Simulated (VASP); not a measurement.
# In2S in VASP: notebook, part 2 of 3

VASP 6.6.1. Earlier steps stand in the parts before.

## Step 4: Single point, PBE

This run uses another cell than the first one: it holds 6 atoms, not 3.

File INCAR:

```
ALGO = Normal ; EDIFF = 1E-7
ENCUT = 520 ; GGA = PE
ISIF = 2 ; ISMEAR = 0
LASPH = True ; LCHARG = False
LREAL = False ; LWAVE = False
NBANDS = 41 ; NELM = 80
PREC = Accurate ; SIGMA = 0.2
```

File KPOINTS:

```
k-points
0
Gamma
  6 6 2
```

File POSCAR:

```
In2S
1.0
    4.0563262142      0.0000000000      0.0000000000
   -2.0281631071      3.5128815475      0.0000000000
    0.0000000000      0.0000000000     11.3061247085
In S
4 2
Direct
    0.3333333333      0.6666666667      0.1468523658
    0.3333333333      0.6666666667      0.6468523658
    0.6666666667      0.3333333333      0.3531476342
    0.6666666667      0.3333333333      0.8531476342
    1.0000000000      0.0000000000      0.0000000000
    0.0000000000      0.0000000000      0.5000000000
```

Potentials or basis: VASP PAW PBE potentials, release 64 (In_d, S).

Command:

```console
$ cat potpaw_PBE.64/In_d/POTCAR potpaw_PBE.64/S/POTCAR > POTCAR
$ mpirun -np 1 vasp_std > vasp.out
```

OUTCAR:

```text
EDIFF = 1E-7
   ENCUT = 520
   GGA = PE
   ISIF = 2
   ISMEAR = 0
   LASPH = True
   LREAL = False
   NELM = 80
   PREC = Accurate

 ion  position               nearest neighbor table
   1  0.333  0.667  0.147-   5 2.87   5 2.87   5 2.87   3 3.31   3 3.31   3 3.31
   2  0.333  0.667  0.647-   6 2.87   6 2.87   6 2.87   4 3.31   4 3.31   4 3.31
   3  0.667  0.333  0.353-   6 2.87   6 2.87   6 2.87   1 3.31   1 3.31   1 3.31
   4  0.667  0.333  0.853-   5 2.87   5 2.87   5 2.87   2 3.31   2 3.31   2 3.31
   5  0.000  0.000  0.000-   1 2.87   4 2.87   1 2.87   4 2.87   4 2.87   1 2.87
   6  0.000  0.000  0.500-   2 2.87   3 2.87   2 2.87   3 2.87   3 2.87   2 2.87
[... 7 lines left out ...]
 A1 = (   4.0563262142,   0.0000000000,   0.0000000000)
 A2 = (  -2.0281631071,   3.5128815475,   0.0000000000)
 A3 = (   0.0000000000,   0.0000000000,  11.3061247085)

Analysis of symmetry for initial positions (statically):
=====================================================================
 Subroutine PRICEL returns following result:

  LATTYP: Found a hexagonal cell.
 ALAT       =     4.0563262142
 C/A-ratio  =     1.3936409588

  Lattice vectors:

 A1 = (   4.0563262142,   0.0000000000,   0.0000000000)
 A2 = (  -2.0281631071,   3.5128815475,   0.0000000000)
 A3 = (   0.0000000000,   0.0000000000,   5.6530623543)

   2 primitive cells build up your supercell.

 Routine SETGRP: Setting up the symmetry group for a
 hexagonal supercell.

 Subroutine GETGRP returns: Found 12 space group operations
 (whereof 12 operations were pure point group operations)
 out of a pool of 24 trial point group operations.

The static configuration has the point symmetry D_3d.

Analysis of symmetry for dynamics (positions and initial velocities):
=====================================================================
 Subroutine PRICEL returns following result:

  LATTYP: Found a hexagonal cell.
 ALAT       =     4.0563262142
 C/A-ratio  =     1.3936409588

  Lattice vectors:

 A1 = (   4.0563262142,   0.0000000000,   0.0000000000)
 A2 = (  -2.0281631071,   3.5128815475,   0.0000000000)
 A3 = (   0.0000000000,   0.0000000000,   5.6530623543)

   2 primitive cells build up your supercell.

 Routine SETGRP: Setting up the symmetry group for a
 hexagonal supercell.

 Subroutine GETGRP returns: Found 12 space group operations
 (whereof 12 operations were pure point group operations)
 out of a pool of 24 trial point group operations.

The dynamic configuration has the point symmetry D_3d.

 Subroutine INISYM returns: Found 12 space group operations
 (whereof 12 operations are pure point group operations),
 and found     2 'primitive' translations

----------------------------------------------------------------------------------------

                                     Primitive cell

  volume of cell :      80.5527

  direct lattice vectors                    reciprocal lattice vectors
     4.056326214  0.000000000  0.000000000     0.246528496  0.142333293  0.000000000
    -2.028163107  3.512881548  0.000000000     0.000000000  0.284666587  0.000000000
     0.000000000  0.000000000  5.653062354     0.000000000  0.000000000  0.176895272

[... 44 lines left out ...]
  0.333333  0.000000  0.000000      6.000000
  0.500000  0.000000  0.000000      3.000000
  0.166667  0.166667  0.000000      6.000000
  0.333333  0.166667  0.000000     12.000000
  0.333333  0.333333  0.000000      2.000000
  0.000000  0.000000  0.500000      1.000000
  0.166667  0.000000  0.500000      6.000000
  0.333333  0.000000  0.500000      6.000000
  0.500000  0.000000  0.500000      3.000000
  0.166667  0.166667  0.500000      6.000000
  0.333333  0.166667  0.500000     12.000000
  0.333333  0.333333  0.500000      2.000000
   k-points           NKPTS =     14   k-points in BZ     NKDIM =     14   number of bands    NBANDS=     41
   number of dos      NEDOS =    301   number of ions     NIONS =      6
   total plane-waves  NPLWV =  75600
   dimension x,y,z NGX =    30 NGY =   30 NGZ =   84
   dimension x,y,z NGXF=    60 NGYF=   60 NGZF=  168
   ions per type =               4   2
   NGX,Y,Z   is equivalent  to a cutoff of  12.30, 12.30, 12.35 a.u.
   NGXF,Y,Z  is equivalent  to a cutoff of  24.59, 24.59, 24.70 a.u.
 SYSTEM =  unknown system
   PREC   = accura    normal or accurate (medium, high low for compatibility)
   ISTART =      0    job   : 0-new  1-cont  2-samecut
   ICHARG =      2    charge: 1-file 2-atom 10-const
   ISPIN  =      1    spin polarized calculation?
   LNONCOLLINEAR =      F non collinear calculations
   LSORBIT =      F    spin-orbit coupling
   LASPH  =      T    aspherical Exc in radial PAW
   ENCUT  =  520.0 eV  38.22 Ry    6.18 a.u.   7.54  7.54 21.02*2*pi/ulx,y,z
   NELM   =     80;   NELMIN=  2; NELMDL= -5     # of ELM steps
   EDIFF  = 0.1E-06   stopping-criterion for ELM
   LREAL  =      F    real-space projection
   EDIFFG = 0.1E-05   stopping-criterion for IOM
   NSW    =      0    number of steps for IOM
   IBRION =     -1    ionic relax: 0-MD 1-quasi-New 2-CG
   NFREE  =      0    steps in history (QN), initial steepest desc. (CG)
   ISIF   =      2    stress and relaxation
   ISYM   =      2    0-nonsym 1-usesym 2-fastsym
   POTIM  = 0.5000    time-step for ionic-motion
   TEBEG  =    0.0;   TEEND  =   0.0 temperature during run
   PSTRESS=    0.0 pullay stress
   NELECT =      64.0000    total number of electrons
   NUPDOWN=      -1.0000    fix difference up-down
   EMIN   =  10.00;   EMAX   =-10.00  energy-range for DOS
   EFERMI =   0.00;   METHOD = LEGACY
   ISMEAR =     0;   SIGMA  =   0.20  broadening in eV -4-tet -1-fermi 0-gaus
   EFERMI_NEDOS =   21; number of points for ismear=-14 and -15
   IALGO  =     38    algorithm
   IMIX   =      4    mixing-type and parameters
     AMIX     =   0.40;   BMIX     =  1.00
     AMIX_MAG =   1.60;   BMIX_MAG =  1.00
  volume/ion in A,a.u.               =      26.85       181.20
  Fermi-wavevector in a.u.,A,eV,Ry     =   1.203459  2.274208 19.705515  1.448314
  Thomas-Fermi vector in A             =   2.339212
   LORBIT       =      0    0 simple, 1 ext, 2 COOP (PROOUT), +10 PAW based schemes
   GGA     = PE    functional components
   LHFCALC =     F    Hartree Fock is set to
   AEXX    =    0.0000 exact exchange contribution
   IVDW    =     0    specifies the selected vdW correction
   LEPSILON=     F    determine dielectric tensor
   LRPA    =     F    only Hartree local field effects (RPA)
 non-spin polarized calculation
 Gauss-broadening in eV      SIGMA  =   0.20
  energy-cutoff  :      520.00
  volume of cell :      161.11
 maximum number of plane-waves:      4369
   NGX = 15   NGY = 15   NGZ = 43

 number of electron      64.0000013 magnetization

 Free energy of the ion-electron system (eV)
  ---------------------------------------------------
  ext. energy  EPLUGINS =         0.00000000
  ---------------------------------------------------
  free energy    TOTEN  =       -20.25006612 eV

  energy without entropy =      -20.21070143  energy(sigma->0) =      -20.23038377

 E-fermi :   6.0783     XC(G=0):  -9.4886

 val. band max:        5.9550262491   @ k =   0.3333   0.3333   0.0000
 cond. band min:       6.0861703688   @ k =   0.3333   0.1667   0.0000
 fundamental gap:      0.1311441197
 Fermi energy:         6.0782855691

 k-point     1 :       0.0000    0.0000    0.0000
  band No.  band energies     occupation
      1      -8.7665      2.00000
      2      -8.7665      2.00000
      3      -8.7491      2.00000
      4      -8.7491      2.00000
      5      -8.6962      2.00000
      6      -8.6921      2.00000
[... 605 lines left out ...]
     40      11.2671      0.00000
     41      11.2671      0.00000

------------------------ aborting loop because EDIFF is reached ----------------------------------------

  FORCE on cell =-STRESS in cart. coord.  units (eV):
  Direction    XX          YY          ZZ          XY          YZ          ZX
  --------------------------------------------------------------------------------------
  -------------------------------------------------------------------------------------
  Total        0.0488127      0.0488127     -0.4835676     -0.0000000      0.0000000      0.0000000
  in kB        0.4854373      0.4854373     -4.8090313     -0.0000000      0.0000000      0.0000000
  external PRESSURE =      -1.2793856 kB  Pullay stress =       0.0000000 kB

 VOLUME and BASIS-vectors are now :
 -----------------------------------------------------------------------------
  energy-cutoff  :      520.00
  volume of cell :      161.11
      direct lattice vectors                 reciprocal lattice vectors
     4.056326214  0.000000000  0.000000000     0.246528496  0.142333293  0.000000000
    -2.028163107  3.512881548  0.000000000     0.000000000  0.284666587  0.000000000
     0.000000000  0.000000000 11.306124709     0.000000000  0.000000000  0.088447636

 POSITION                                       TOTAL-FORCE (eV/Angst)
 -----------------------------------------------------------------------------------
     -0.00000      2.34192      1.66033        -0.000000     -0.000000      0.077279
     -0.00000      2.34192      7.31339        -0.000000     -0.000000      0.077279
      2.02816      1.17096      3.99273        -0.000000      0.000000     -0.077279
      2.02816      1.17096      9.64579         0.000000      0.000000     -0.077279
      0.00000      0.00000      0.00000         0.000000     -0.000000     -0.000000
      0.00000      0.00000      5.65306         0.000000     -0.000000     -0.000000
 -----------------------------------------------------------------------------------
    total drift:                               -0.000000      0.000000      0.000000

  FREE ENERGIE OF THE ION-ELECTRON SYSTEM (eV)
  ---------------------------------------------------
  free  energy   TOTEN  =       -20.2500661192 eV

  energy  without entropy=      -20.2107014256  energy(sigma->0) =      -20.23038377
```

stdout:

```text
POSCAR found type information on POSCAR InS
 POSCAR found :  2 types and       6 ions
 scaLAPACK will be used
 LDA part: xc-table for (Slater+PW92), standard interpolation
 POSCAR, INCAR and KPOINTS ok, starting setup
 FFT: planning ... GRIDC
 FFT: planning ... GRID_SOFT
 FFT: planning ... GRID
 WAVECAR not read
 entering main loop
```

It took 68 s on 1 thread of AMD EPYC 9R45 (Zen 5), shared host; peak memory 0.25 GiB.

Results:

| Quantity | Value |
| --- | --- |
| Free energy | -20.2501 eV |
| Pressure | -0.1 GPa |
| Largest force | 0.077 eV/Å |
| Band gap on the k mesh | zero (bands 32 and 33 overlap by 1.20 eV) |

Forces on the atoms (eV/Å):
```
In   0.000  0.000  0.077
In   0.000  0.000  0.077
In   0.000  0.000 -0.077
In   0.000  0.000 -0.077
S    0.000  0.000  0.000
S    0.000  0.000  0.000
```

Levels at points of the mesh, in eV from the Fermi level:
| k point | band 29 | band 30 | band 31 | band 32 | band 33 | band 34 | band 35 | band 36 |
| --- | --- | --- | --- | --- | --- | --- | --- | --- |
| (0.00, 0.00, 0.00) | -2.47 | -2.47 | -2.07 | 0.65 | 1.57 | 3.02 | 3.02 | 3.88 |
| (0.50, 0.00, 0.00) | -3.31 | -3.13 | -2.30 | -0.70 | -0.55 | 0.18 | 1.79 | 2.91 |
| (0.00, 0.00, 0.50) | -2.47 | -2.47 | -0.50 | -0.50 | 2.55 | 2.55 | 3.34 | 3.34 |
| (0.50, 0.00, 0.50) | -3.22 | -3.22 | -1.81 | -1.81 | 0.82 | 0.82 | 1.72 | 1.72 |

Caveat: spin-orbit coupling is left out, which moves the levels of the heavy elements.

## Step 5: Relaxation of cell and atoms, PBE

This run uses another cell than the first one, of 30.48 Å³/atom.

File INCAR:

```
PREC = Accurate ; ENCUT = 600
EDIFF = 1E-6 ; ISMEAR = 0
SIGMA = 0.1 ; LREAL = F
LASPH = T ; NELM = 80
ALGO = Normal ; ISIF = 3
LWAVE = F ; LCHARG = F
GGA = PE ; IBRION = 2
NSW = 90 ; EDIFFG = -0.04
```

File KPOINTS:

```
regular mesh
0
Gamma
  6 6 4
```

File POSCAR:

```
In2S
1.0
    4.2758346300      0.0000000000      0.0000000000
   -2.1379173100      3.7029814100      0.0000000000
    0.0000000000      0.0000000000      5.7751516500
In S
2 1
Direct
    0.3333333300      0.6666666700      0.4000000100
    0.6666666700      0.3333333300      0.5999999900
    0.0000000000      0.0000000000      0.0000000000
```

Potentials or basis: VASP PAW PBE potentials, release 64 (In_d, S).

Command:

```console
$ cat potpaw_PBE.64/In_d/POTCAR potpaw_PBE.64/S/POTCAR > POTCAR
$ mpirun -np 1 vasp_std > vasp.out
```

OUTCAR:

```text
PREC = Accurate
   ENCUT = 600
   EDIFF = 1E-6
   ISMEAR = 0
   LREAL = F
   LASPH = T
   NELM = 80
   ISIF = 3
   GGA = PE
   IBRION = 2
   NSW = 90
   EDIFFG = -0.04

 ion  position               nearest neighbor table
   1  0.333  0.667  0.400-   2 2.73   2 2.73   2 2.73   3 3.38   3 3.38   3 3.38
   2  0.667  0.333  0.600-   1 2.73   1 2.73   1 2.73   3 3.38   3 3.38   3 3.38
   3  0.000  0.000  0.000-   1 3.38   2 3.38   1 3.38   2 3.38   2 3.38   1 3.38

  LATTYP: Found a hexagonal cell.
 ALAT       =     4.2758346300
 C/A-ratio  =     1.3506489726

  Lattice vectors:

 A1 = (   4.2758346300,   0.0000000000,   0.0000000000)
 A2 = (  -2.1379173100,   3.7029814100,   0.0000000000)
 A3 = (   0.0000000000,   0.0000000000,   5.7751516500)

Analysis of symmetry for initial positions (statically):
=====================================================================
 Subroutine PRICEL returns:
 Original cell was already a primitive cell.

 Routine SETGRP: Setting up the symmetry group for a
 hexagonal supercell.

 Subroutine GETGRP returns: Found 12 space group operations
 (whereof 12 operations were pure point group operations)
 out of a pool of 24 trial point group operations.

The static configuration has the point symmetry D_3d.

Analysis of symmetry for dynamics (positions and initial velocities):
=====================================================================
 Subroutine PRICEL returns:
 Original cell was already a primitive cell.

 Routine SETGRP: Setting up the symmetry group for a
 hexagonal supercell.

 Subroutine GETGRP returns: Found 12 space group operations
 (whereof 12 operations were pure point group operations)
 out of a pool of 24 trial point group operations.

The dynamic configuration has the point symmetry D_3d.

 Subroutine INISYM returns: Found 12 space group operations
 (whereof 12 operations are pure point group operations),
[... 134 lines left out ...]
 NGX is ok and might be reduce to    36

--------------------------------------- Ionic step        1  -------------------------------------------

 number of electron      32.0000003 magnetization

 Free energy of the ion-electron system (eV)
  ---------------------------------------------------
  ext. energy  EPLUGINS =         0.00000000
  ---------------------------------------------------
  free energy    TOTEN  =        -8.01599100 eV

  energy without entropy =       -8.00124025  energy(sigma->0) =       -8.00861562

------------------------ aborting loop because EDIFF is reached ----------------------------------------

  FORCE on cell =-STRESS in cart. coord.  units (eV):
  Direction    XX          YY          ZZ          XY          YZ          ZX
  --------------------------------------------------------------------------------------
  -------------------------------------------------------------------------------------
  Total        1.8946420      1.8946420     -5.4030491      0.0000000     -0.0000000      0.0000000
  in kB       33.1972358     33.1972357    -94.6702815      0.0000000     -0.0000000      0.0000000
  external PRESSURE =      -9.4252700 kB  Pullay stress =       0.0000000 kB
[... 24 lines left out ...]
--------------------------------------- Ionic step        2  -------------------------------------------

 number of electron      32.0000008 magnetization

 E-fermi :   4.7935     XC(G=0):  -9.0385

 val. band max:        4.4827809550   @ k =   0.1667   0.0000   0.0000
 cond. band min:       4.7962133121   @ k =   0.5000   0.0000   0.0000
 fundamental gap:      0.3134323571
 Fermi energy:         4.7934977093

 k-point     1 :       0.0000    0.0000    0.0000
  band No.  band energies     occupation
      1     -10.5850      2.00000
      2     -10.5850      2.00000
      3     -10.3886      2.00000
      4     -10.3886      2.00000
      5     -10.2956      2.00000
      6     -10.0973      2.00000
[... 608 lines left out ...]
  FREE ENERGIE OF THE ION-ELECTRON SYSTEM (eV)
  ---------------------------------------------------
  free  energy   TOTEN  =        -9.7487688913 eV

  energy  without entropy=       -9.7473260972  energy(sigma->0) =       -9.74804749

[... ionic steps 4 to 13 ...]

--------------------------------------- Ionic step       14  -------------------------------------------

 number of electron      31.9999997 magnetization

------------------------ aborting loop because EDIFF is reached ----------------------------------------
[... 69 lines left out ...]
--------------------------------------- Ionic step       16  -------------------------------------------

 number of electron      32.0000008 magnetization

 Free energy of the ion-electron system (eV)
  ---------------------------------------------------
  ext. energy  EPLUGINS =         0.00000000
  ---------------------------------------------------
  free energy    TOTEN  =       -10.12221090 eV

  energy without entropy =      -10.11950499  energy(sigma->0) =      -10.12085795

 E-fermi :   6.1126     XC(G=0):  -9.4658

 val. band max:        6.0791512547   @ k =   0.5000   0.0000   0.5000
 cond. band min:       6.2186601052   @ k =   0.0000   0.1667   0.2500
 fundamental gap:      0.1395088506
 Fermi energy:         6.1125756344

 k-point     1 :       0.0000    0.0000    0.0000
  band No.  band energies     occupation
      1      -8.8197      2.00000
      2      -8.8197      2.00000
      3      -8.7571      2.00000
      4      -8.7254      2.00000
      5      -8.7254      2.00000
      6      -8.6279      2.00000
[... 571 lines left out ...]
  FREE ENERGIE OF THE ION-ELECTRON SYSTEM (eV)
  ---------------------------------------------------
  free  energy   TOTEN  =       -10.1222109037 eV

  energy  without entropy=      -10.1195049919  energy(sigma->0) =      -10.12085795

 reached required accuracy - stopping structural energy minimisation
```

OSZICAR:

```text
N       E                     dE             d eps       ncg     rms          rms(c)
DAV:   1     0.263180939143E+03    0.26318E+03   -0.16624E+04   960   0.202E+03
[... 160 lines left out ...]
DAV:   2    -0.101564150408E+02    0.10051E+00   -0.27248E-01  1156   0.862E+00    0.114E+00
DAV:   3    -0.101248101984E+02    0.31605E-01   -0.63967E-02  1452   0.434E+00    0.471E-01
DAV:   4    -0.101223661541E+02    0.24440E-02   -0.79883E-03  1388   0.120E+00    0.218E-01
DAV:   5    -0.101221991777E+02    0.16698E-03   -0.99317E-04  1504   0.401E-01    0.121E-01
DAV:   6    -0.101222123760E+02   -0.13198E-04   -0.12818E-04  1368   0.115E-01    0.250E-02
DAV:   7    -0.101222106433E+02    0.17327E-05   -0.11954E-05  1284   0.448E-02    0.576E-03
DAV:   8    -0.101222109037E+02   -0.26036E-06   -0.18548E-06   764   0.102E-02
  16 F= -.10122211E+02 E0= -.10120858E+02  d E =-.371236E-01
```

Run time: 5.5 min. Hardware: 1 thread of AMD EPYC 9R45 (Zen 5), shared host; peak memory 0.24 GiB.

Results:

```
Free energy                           : -10.1222 eV
Relaxed volume                        : 26.93 Å³/atom
Relaxed cell                          : a = 4.197 Å, b = 4.197 Å, c = 5.297 Å, α = 90.00°, β = 90.00°, γ = 120.00°
Space group after relaxing (to 0.1 Å) : P-3m1 (No. 164)
Energy gained by relaxing             : 702.1 meV/atom
Ionic steps                           : 16
Pressure after relaxing               : 0.0 GPa
Largest force after relaxing          : 0.004 eV/Å
Band gap on the k mesh                : zero (bands 16 and 17 overlap by 0.72 eV)
```

Forces on the atoms (eV/Å):
```
In   0.000  0.000 -0.004
In   0.000  0.000  0.004
S    0.000  0.000  0.000
```

The path:
| step | energy change (eV) | largest force (eV/Å) | pressure (GPa) | volume (Å³) |
| --- | --- | --- | --- | --- |
| 1 | 0.0000 | 2.6687 | -0.94 | 91.44 |
| 2 | -1.0355 | 1.9729 | -2.21 | 88.66 |
| 3 | -1.7328 | 0.6987 | -1.32 | 82.06 |
| 4 | -1.7390 | 0.5871 | -1.16 | 81.23 |
| 5 | -1.7388 | 0.5574 | -1.09 | 80.94 |
| 6 | -1.8393 | 0.4371 | 0.32 | 77.79 |
| 7 | -1.8925 | 0.1543 | 2.57 | 74.05 |
| 8 | -1.9614 | 0.0188 | 2.03 | 75.66 |
| 9 | -2.0317 | 0.4565 | 1.37 | 79.73 |
| 10 | -2.0667 | 0.2134 | -0.18 | 82.97 |
| 11 | -2.0691 | 0.1396 | -0.58 | 84.03 |
| 12 | -2.0823 | 0.0844 | -0.40 | 83.28 |
| 13 | -2.0984 | 0.0535 | -0.25 | 81.95 |
| 14 | -2.1021 | 0.0826 | 0.26 | 79.19 |
| 15 | -2.1034 | 0.0776 | 0.22 | 79.62 |
| 16 | -2.1062 | 0.0044 | -0.02 | 80.80 |

Final structure:
```yaml
crystal:
  lattice:
    - [4.19676, 0.00000, 0.00000]
    - [-2.09838, 3.63450, 0.00000]
    - [0.00000, 0.00000, 5.29729]
  atoms:
    - { symbol: In, position: [0.33333, 0.66667, 0.29577] }
    - { symbol: In, position: [0.66667, 0.33333, 0.70423] }
    - { symbol: S, position: [0.00000, 0.00000, 0.00000] }
```

Caveat: spin-orbit coupling is left out, which moves the levels of the heavy elements.

[end of part 2 of 3]
